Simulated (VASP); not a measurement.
# GaBiTe2Se (P3m1) in VASP: a series of runs, part 2 of 2

VASP 6.6.1. The steps go on from the part before.

## 4. Relaxation of cell and atoms, PBE

Contents of INCAR:

```
SYSTEM = GaBiTe2Se
PREC     = Accurate       ! precision mode
ENCUT    = 600            ! plane-wave cutoff, eV
EDIFF    = 1E-6           ! SCF threshold, eV
ISMEAR   = 0              ! smearing method
SIGMA    = 0.1            ! smearing width, eV
LREAL    = .False.        ! projectors in reciprocal space
LASPH    = .True.         ! aspherical terms in the spheres
NELM     = 80             ! most SCF steps
ALGO     = Normal         ! electronic algorithm
ISIF     = 3              ! what is computed and relaxed
LWAVE    = .False.        ! write WAVECAR
LCHARG   = .False.        ! write CHGCAR
GGA      = PE             ! functional
IBRION   = 2              ! ionic algorithm
NSW      = 90             ! ionic steps
EDIFFG   = -0.04          ! ionic threshold
```

Contents of KPOINTS:

```
Automatic mesh
0
Gamma
  6 6 2
  0 0 0
```

Contents of POSCAR:

```
GaBiTe2Se
1.0
    4.5811771600      0.0000000000      0.0000000000
   -2.2905885800      3.9674158000      0.0000000000
    0.0000000000      0.0000000000      7.6131179800
Ga Bi Te Se
1 1 2 1
Direct
    0.6666666700      0.3333333300      0.6390969800
    0.3333333300      0.6666666700      0.9901350100
    0.6666666700      0.3333333300      0.2616020100
    0.0000000000      0.0000000000      0.7364320200
    0.0000000000      0.0000000000      0.3727349900
```

Potentials or basis: VASP PAW PBE potentials, release 64 (Ga_d, Bi_d, Te, Se).

The run is started by

```bash
$ cat potpaw_PBE.64/Ga_d/POTCAR potpaw_PBE.64/Bi_d/POTCAR potpaw_PBE.64/Te/POTCAR potpaw_PBE.64/Se/POTCAR > POTCAR
$ mpirun -np 1 vasp_std > vasp.out
```

OUTCAR:

```text
SYSTEM = GaBiTe2Se
   PREC = Accurate
   ENCUT = 600
   EDIFF = 1E-6
   ISMEAR = 0
   LREAL = .False.
   LASPH = .True.
   NELM = 80
   ISIF = 3
   GGA = PE
   IBRION = 2
   NSW = 90
   EDIFFG = -0.04

 ion  position               nearest neighbor table
   1  0.667  0.333  0.639-   4 2.75   4 2.75   4 2.75   3 2.87
   2  0.333  0.667  0.990-   4 3.28   4 3.28   4 3.28   3 3.36   3 3.36   3 3.36
   3  0.667  0.333  0.262-   5 2.78   5 2.78   5 2.78   1 2.87   2 3.36   2 3.36   2 3.36
   4  0.000  0.000  0.736-   1 2.75   1 2.75   1 2.75   5 2.77   2 3.28   2 3.28   2 3.28
   5  0.000  0.000  0.373-   4 2.77   3 2.78   3 2.78   3 2.78

  LATTYP: Found a hexagonal cell.
 ALAT       =     4.5811771600
 C/A-ratio  =     1.6618257086

  Lattice vectors:

 A1 = (   4.5811771600,   0.0000000000,   0.0000000000)
 A2 = (  -2.2905885800,   3.9674158000,   0.0000000000)
 A3 = (   0.0000000000,   0.0000000000,   7.6131179800)

Analysis of symmetry for initial positions (statically):
=====================================================================
 Subroutine PRICEL returns:
 Original cell was already a primitive cell.

 Routine SETGRP: Setting up the symmetry group for a
 hexagonal supercell.

 Subroutine GETGRP returns: Found  6 space group operations
 (whereof  6 operations were pure point group operations)
 out of a pool of 24 trial point group operations.

The static configuration has the point symmetry C_3v.

Analysis of symmetry for dynamics (positions and initial velocities):
=====================================================================
 Subroutine PRICEL returns:
 Original cell was already a primitive cell.

 Routine SETGRP: Setting up the symmetry group for a
 hexagonal supercell.

 Subroutine GETGRP returns: Found  6 space group operations
 (whereof  6 operations were pure point group operations)
 out of a pool of 24 trial point group operations.

The dynamic configuration has the point symmetry C_3v.

 Subroutine INISYM returns: Found  6 space group operations
 (whereof  6 operations are pure point group operations),
 and found     1 'primitive' translations
[... 127 lines left out ...]
 NGX is ok and might be reduce to    40
   NGX = 19   NGY = 19   NGZ = 31

--------------------------------------- Ionic step        1  -------------------------------------------

 number of electron      46.0000006 magnetization

 Free energy of the ion-electron system (eV)
  ---------------------------------------------------
  ext. energy  EPLUGINS =         0.00000000
  ---------------------------------------------------
  free energy    TOTEN  =       -14.98882532 eV

  energy without entropy =      -14.97338225  energy(sigma->0) =      -14.98110379

------------------------ aborting loop because EDIFF is reached ----------------------------------------

  FORCE on cell =-STRESS in cart. coord.  units (eV):
  Direction    XX          YY          ZZ          XY          YZ          ZX
  --------------------------------------------------------------------------------------
  -------------------------------------------------------------------------------------
  Total        7.2028896      7.2028896      6.4088692     -0.0000000      0.0000000      0.0000000
  in kB       83.4007540     83.4007540     74.2069579     -0.0000000      0.0000000      0.0000000
  external PRESSURE =      80.3361553 kB  Pullay stress =       0.0000000 kB
[... 98 lines left out ...]
  FREE ENERGIE OF THE ION-ELECTRON SYSTEM (eV)
  ---------------------------------------------------
  free  energy   TOTEN  =       -15.6521412015 eV

  energy  without entropy=      -15.6368395985  energy(sigma->0) =      -15.64449040

 E-fermi :   4.7053     XC(G=0):  -9.2160

 val. band max:        4.6721554398   @ k =   0.1667   0.1667   0.5000
 cond. band min:       4.7913950258   @ k =   0.1667   0.1667   0.0000
 fundamental gap:      0.1192395860
 Fermi energy:         4.7052657970

 k-point     1 :       0.0000    0.0000    0.0000
  band No.  band energies     occupation
      1     -18.0622      2.00000
      2     -18.0622      2.00000
      3     -18.0548      2.00000
      4     -18.0491      2.00000
      5     -18.0491      2.00000
      6     -10.1835      2.00000
[... 409 lines left out ...]
     26       7.7808      0.00000
     27       8.1886      0.00000

[... ionic steps 4 to 47 ...]

--------------------------------------- Ionic step       48  -------------------------------------------

 number of electron      46.0000011 magnetization

------------------------ aborting loop because EDIFF is reached ----------------------------------------
[... 73 lines left out ...]
--------------------------------------- Ionic step       50  -------------------------------------------

 number of electron      45.9999991 magnetization

 Free energy of the ion-electron system (eV)
  ---------------------------------------------------
  ext. energy  EPLUGINS =         0.00000000
  ---------------------------------------------------
  free energy    TOTEN  =       -17.03129818 eV

  energy without entropy =      -17.01264590  energy(sigma->0) =      -17.02197204

 E-fermi :   5.0862     XC(G=0):  -9.3525

 val. band max:        5.0682533264   @ k =   0.5000   0.0000   0.0000
 cond. band min:       5.0994971999   @ k =   0.0000   0.0000   0.5000
 fundamental gap:      0.0312438735
 Fermi energy:         5.0861864881

 k-point     1 :       0.0000    0.0000    0.0000
  band No.  band energies     occupation
      1     -17.8572      2.00000
      2     -17.8572      2.00000
      3     -17.8418      2.00000
      4     -17.8318      2.00000
      5     -17.8318      2.00000
      6     -10.0267      2.00000
[... 441 lines left out ...]
  FREE ENERGIE OF THE ION-ELECTRON SYSTEM (eV)
  ---------------------------------------------------
  free  energy   TOTEN  =       -17.0312981806 eV

  energy  without entropy=      -17.0126458980  energy(sigma->0) =      -17.02197204

 reached required accuracy - stopping structural energy minimisation
```

OSZICAR:

```text
N       E                     dE             d eps       ncg     rms          rms(c)
DAV:   1     0.437845156790E+03    0.43785E+03   -0.23168E+04   756   0.213E+03
DAV:   2     0.424913106164E+02   -0.39535E+03   -0.38820E+03   788   0.506E+02
DAV:   3    -0.115704158469E+02   -0.54062E+02   -0.52255E+02   970   0.164E+02
DAV:   4    -0.149125563360E+02   -0.33421E+01   -0.31218E+01   880   0.377E+01
[... 508 lines left out ...]
DAV:   1    -0.170311650779E+02    0.92459E-04   -0.70122E-02   920   0.135E+00    0.473E-02
DAV:   2    -0.170313106320E+02   -0.14555E-03   -0.18997E-03  1134   0.323E-01    0.260E-02
DAV:   3    -0.170313019062E+02    0.87258E-05   -0.47657E-05   912   0.527E-02    0.162E-02
DAV:   4    -0.170312988354E+02    0.30708E-05   -0.84146E-06   982   0.236E-02    0.672E-03
DAV:   5    -0.170312981806E+02    0.65485E-06   -0.15953E-06   619   0.124E-02
  50 F= -.17031298E+02 E0= -.17021972E+02  d E =-.997634E-03
```

Run time: 25 min. Hardware: 1 thread of AMD EPYC 9R45 (Zen 5), shared host; peak memory 0.36 GiB.

Results:

- Free energy: -17.0313 eV
- Relaxed volume: 30.13 Å³/atom
- Relaxed cell: a = 4.087 Å, b = 4.087 Å, c = 10.414 Å, α = 90.00°, β = 90.00°, γ = 120.00°
- Space group after relaxing (to 0.05 Å): P3m1 (No. 156)
- Energy gained by relaxing: 408.5 meV/atom
- Ionic steps: 50
- Pressure after relaxing: 0.0 GPa
- Largest force after relaxing: 0.035 eV/Å
- Band gap on the k mesh: zero (band 23 reaches 5.19 eV, above the bottom of band 24 at 4.77 eV)

Forces in eV/Å, atoms in the order of the input:
```
Ga   0.000  0.000  0.008
Bi   0.000  0.000 -0.004
Te   0.000  0.000 -0.035
Te   0.000  0.000  0.033
Se   0.000  0.000 -0.002
```

The path:
| step | energy change (eV) | largest force (eV/Å) | pressure (GPa) | volume (Å³) |
| --- | --- | --- | --- | --- |
| 1 | 0.0000 | 1.6071 | 8.03 | 138.37 |
| 3 | -0.6633 | 0.9251 | -0.80 | 163.46 |
| 5 | -1.0207 | 0.5549 | -0.05 | 157.47 |
| 7 | -1.0856 | 0.4187 | 0.78 | 154.33 |
| 9 | -1.1570 | 0.2633 | -0.99 | 162.40 |
| 11 | -1.1956 | 0.3144 | 0.01 | 159.38 |
| 13 | -1.2409 | 0.4260 | -0.10 | 158.68 |
| 15 | -1.2488 | 0.4537 | -0.07 | 158.32 |
| 17 | -1.2886 | 0.4958 | -0.07 | 157.47 |
| 19 | -1.4553 | 1.3785 | 0.61 | 153.57 |
| 21 | -1.4824 | 1.6231 | 1.08 | 152.58 |
| 23 | -1.4916 | 1.7557 | 1.43 | 152.02 |
| 25 | -1.5228 | 1.8742 | 1.81 | 151.98 |
| 27 | -1.6033 | 1.6537 | 1.06 | 153.85 |
| 29 | -1.7815 | 0.7444 | -1.58 | 162.40 |
| 31 | -1.8324 | 0.4621 | -1.47 | 161.64 |
| 33 | -1.8954 | 0.3367 | -0.03 | 156.02 |
| 35 | -1.9328 | 0.2783 | 0.01 | 154.80 |
| 37 | -1.8854 | 0.6742 | 1.16 | 148.49 |
| 39 | -1.9861 | 0.2266 | -0.45 | 154.09 |
| 41 | -1.9973 | 0.2166 | -0.04 | 152.47 |
| 43 | -2.0111 | 0.2251 | 0.07 | 151.66 |
| 45 | -2.0133 | 0.4068 | -0.39 | 152.83 |
| 47 | -2.0377 | 0.1230 | 0.64 | 148.92 |
| 49 | -2.0424 | 0.0491 | -0.01 | 150.66 |
| 50 | -2.0425 | 0.0351 | 0.01 | 150.67 |

Final structure:
```yaml
crystal:
  lattice:
    - [4.08729, 0.00000, 0.00000]
    - [-2.04365, 3.53970, 0.00000]
    - [0.00000, 0.00000, 10.41415]
  atoms:
    - { symbol: Ga, position: [0.66667, 0.33333, 0.57684] }
    - { symbol: Bi, position: [0.33333, 0.66667, 0.99831] }
    - { symbol: Te, position: [0.66667, 0.33333, 0.18358] }
    - { symbol: Te, position: [0.00000, 0.00000, 0.78593] }
    - { symbol: Se, position: [0.00000, 0.00000, 0.45535] }
```

Caveat: the k points lie up to 0.30 Å⁻¹ apart in the final cell; spin-orbit coupling is left out, which moves the levels of the heavy elements.

## 5. Single point, PBE

This run uses another cell than the first one, of 30.32 Å³/atom, 1.096 times its volume.

Contents of INCAR:

```
  PREC = Accurate
  ENCUT = 520
  EDIFF = 1E-6
  ISMEAR = 0
  SIGMA = 0.1
  LREAL = F
  LASPH = T
  NELM = 60
  ALGO = Normal
  ISIF = 2
  LWAVE = F
  LCHARG = F
  GGA = PE
  NBANDS = 31
```

Contents of KPOINTS:

```
regular mesh
0
Gamma
  12 12 4
```

Contents of POSCAR:

```
GaBiTe2Se
1.0
    4.0763265570      0.0000000000      0.0000000000
   -2.0381632785      3.5302023525      0.0000000000
    0.0000000000      0.0000000000     10.5355268576
Ga Bi Te Se
1 1 2 1
Direct
    0.6666666667      0.3333333333      0.5768308881
    0.3333333333      0.6666666667      0.9950669253
    0.6666666667      0.3333333333      0.1797774443
    0.0000000000      0.0000000000      0.7895707605
    0.0000000000      0.0000000000      0.4587549919
```

Potentials or basis: VASP PAW PBE potentials, release 64 (Ga_d, Bi_d, Te, Se).

The run is started by

```bash
$ cat potpaw_PBE.64/Ga_d/POTCAR potpaw_PBE.64/Bi_d/POTCAR potpaw_PBE.64/Te/POTCAR potpaw_PBE.64/Se/POTCAR > POTCAR
$ mpirun -np 1 vasp_std > vasp.out
```

OUTCAR:

```text
PREC = Accurate
   ENCUT = 520
   EDIFF = 1E-6
   ISMEAR = 0
   LREAL = F
   LASPH = T
   NELM = 60
   ISIF = 2
   GGA = PE

 ion  position               nearest neighbor table
   1  0.667  0.333  0.577-   5 2.66   5 2.66   5 2.66   4 3.25   4 3.25   4 3.25
   2  0.333  0.667  0.995-   3 3.05   3 3.05   3 3.05   4 3.20   4 3.20   4 3.20
   3  0.667  0.333  0.180-   2 3.05   2 3.05   2 3.05
   4  0.000  0.000  0.790-   2 3.20   2 3.20   2 3.20   1 3.25   1 3.25   1 3.25
   5  0.000  0.000  0.459-   1 2.66   1 2.66   1 2.66

  LATTYP: Found a hexagonal cell.
 ALAT       =     4.0763265570
 C/A-ratio  =     2.5845639966

  Lattice vectors:

 A1 = (   4.0763265570,   0.0000000000,   0.0000000000)
 A2 = (  -2.0381632785,   3.5302023525,   0.0000000000)
 A3 = (   0.0000000000,   0.0000000000,  10.5355268576)

Analysis of symmetry for initial positions (statically):
=====================================================================
 Subroutine PRICEL returns:
 Original cell was already a primitive cell.

[... 169 lines left out ...]
  ext. energy  EPLUGINS =         0.00000000
  ---------------------------------------------------
  free energy    TOTEN  =       -17.10100487 eV

  energy without entropy =      -17.08109502  energy(sigma->0) =      -17.09104995

 E-fermi :   5.0244     XC(G=0):  -9.3176

 val. band max:        5.0225764905   @ k =   0.5000   0.0000   0.5000
 cond. band min:       5.0312222309   @ k =   0.1667   0.0833   0.2500
 fundamental gap:      0.0086457404
 Fermi energy:         5.0244164703

 k-point     1 :       0.0000    0.0000    0.0000
  band No.  band energies     occupation
      1     -17.9212      2.00000
      2     -17.9212      2.00000
      3     -17.9068      2.00000
      4     -17.8965      2.00000
      5     -17.8965      2.00000
      6     -10.0761      2.00000
[... 805 lines left out ...]
     30       9.4174      0.00000
     31      10.2776      0.00000

 [... further k-points ...]
[... 5 lines left out ...]
  --------------------------------------------------------------------------------------
  -------------------------------------------------------------------------------------
  Total        0.0128110      0.0128110      0.0717697      0.0000000      0.0000000     -0.0000000
  in kB        0.1353841      0.1353841      0.7584503      0.0000000      0.0000000     -0.0000000
  external PRESSURE =       0.3430728 kB  Pullay stress =       0.0000000 kB

 VOLUME and BASIS-vectors are now :
 -----------------------------------------------------------------------------
  energy-cutoff  :      520.00
  volume of cell :      151.61
      direct lattice vectors                 reciprocal lattice vectors
     4.076326557  0.000000000  0.000000000     0.245318913  0.141634940  0.000000000
    -2.038163278  3.530202352  0.000000000     0.000000000  0.283269881  0.000000000
     0.000000000  0.000000000 10.535526858     0.000000000  0.000000000  0.094916943

 POSITION                                       TOTAL-FORCE (eV/Angst)
 -----------------------------------------------------------------------------------
      2.03816      1.17673      6.07722         0.000000     -0.000000      0.016211
     -0.00000      2.35347     10.48355        -0.000000      0.000000      0.003620
      2.03816      1.17673      1.89405        -0.000000      0.000000      0.006200
      0.00000      0.00000      8.31854        -0.000000      0.000000     -0.003733
      0.00000      0.00000      4.83323        -0.000000      0.000000     -0.022299
 -----------------------------------------------------------------------------------
    total drift:                                0.000001     -0.000000      0.000743

  FREE ENERGIE OF THE ION-ELECTRON SYSTEM (eV)
  ---------------------------------------------------
  free  energy   TOTEN  =       -17.1010048739 eV

  energy  without entropy=      -17.0810950240  energy(sigma->0) =      -17.09104995
```

OSZICAR:

```text
N       E                     dE             d eps       ncg     rms          rms(c)
DAV:   1     0.400553374385E+03    0.40055E+03   -0.20799E+04  4320   0.165E+03
DAV:   2     0.317517006312E+02   -0.36880E+03   -0.35427E+03  4563   0.434E+02
DAV:   3    -0.151412492143E+02   -0.46893E+02   -0.45551E+02  5480   0.140E+02
DAV:   4    -0.173164575279E+02   -0.21752E+01   -0.21603E+01  5241   0.320E+01
DAV:   5    -0.173942274412E+02   -0.77770E-01   -0.77748E-01  5714   0.597E+00    0.679E+00
DAV:   6    -0.170925594486E+02    0.30167E+00   -0.50107E-01  5915   0.833E+00    0.484E+00
DAV:   7    -0.171025841408E+02   -0.10025E-01   -0.27064E-01  5056   0.217E+00    0.128E+00
DAV:   8    -0.171002541787E+02    0.23300E-02   -0.27535E-02  4942   0.133E+00    0.391E-01
DAV:   9    -0.171007588835E+02   -0.50470E-03   -0.46282E-03  5046   0.357E-01    0.138E-01
DAV:  10    -0.171009242679E+02   -0.16538E-03   -0.47341E-04  6023   0.159E-01    0.789E-02
DAV:  11    -0.171009884144E+02   -0.64146E-04   -0.13484E-04  4643   0.602E-02    0.351E-02
DAV:  12    -0.171010042299E+02   -0.15816E-04   -0.31026E-05  4978   0.340E-02    0.776E-03
DAV:  13    -0.171010048739E+02   -0.64402E-06   -0.24357E-06  4608   0.882E-03
   1 F= -.17101005E+02 E0= -.17091050E+02  d E =-.199098E-01
```

It took 2.6 min on 1 thread of AMD EPYC 9R45 (Zen 5), shared host; peak memory 0.48 GiB.

What came out:

* Free energy: -17.1010 eV
* Pressure: 0.0 GPa
* Largest force: 0.022 eV/Å
* Band gap on the k mesh: zero (band 23 reaches 5.32 eV, above the bottom of band 24 at 4.69 eV)

Forces on the atoms (eV/Å):
```
Ga   0.000  0.000  0.016
Bi   0.000  0.000  0.004
Te   0.000  0.000  0.006
Te   0.000  0.000 -0.004
Se   0.000  0.000 -0.022
```

Caveat: spin-orbit coupling is left out, which moves the levels of the heavy elements; this functional lacks dispersion, which binds the layers, so the pressure and a relaxed spacing across them are unreliable.

## 6. Summary

| task | cell | k mesh | cutoff (eV) | gap on the mesh (eV) | pressure (GPa) | largest force (eV/Å) |
| --- | --- | --- | --- | --- | --- | --- |
| single point | a = 4.581, b = 4.581, c = 7.613 Å, angles 90.0, 90.0, 120.0°, 5 atoms | 6 × 6 × 2 | 520 | none | 8.0 | 1.61 |
| single point | a = 4.089, b = 4.089, c = 10.454 Å, angles 90.0, 90.0, 120.0°, 5 atoms | 6 × 6 × 2 | 520 | none | 0.1 | 0.04 |
| relaxation of cell and atoms | relaxed from a = 4.581, b = 4.581, c = 7.613 Å, angles 90.0, 90.0, 120.0°, 5 atoms | 6 × 6 × 2 | 600 | none | 0.0 | 0.04 |
| single point | a = 4.076, b = 4.076, c = 10.536 Å, angles 90.0, 90.0, 120.0°, 5 atoms | 12 × 12 × 4 | 520 | none | 0.0 | 0.02 |

Alike in all rows: level PBE; potentials or basis VASP PAW PBE potentials, release 64 (Ga_d, Bi_d, Te, Se); no spin polarisation; smearing gaussian 0.1 eV.

Caveats: some runs use coarse meshes; spin-orbit coupling is left out, which moves the levels of the heavy elements; this functional lacks dispersion, which binds the layers, so the pressure and a relaxed spacing across them are unreliable (some runs); forces of over 1 eV/Å act on the atoms, so gaps and moduli don't describe the material at rest (some runs).

Total energies depend on the potentials used, so only differences within one code and one set of settings carry meaning.
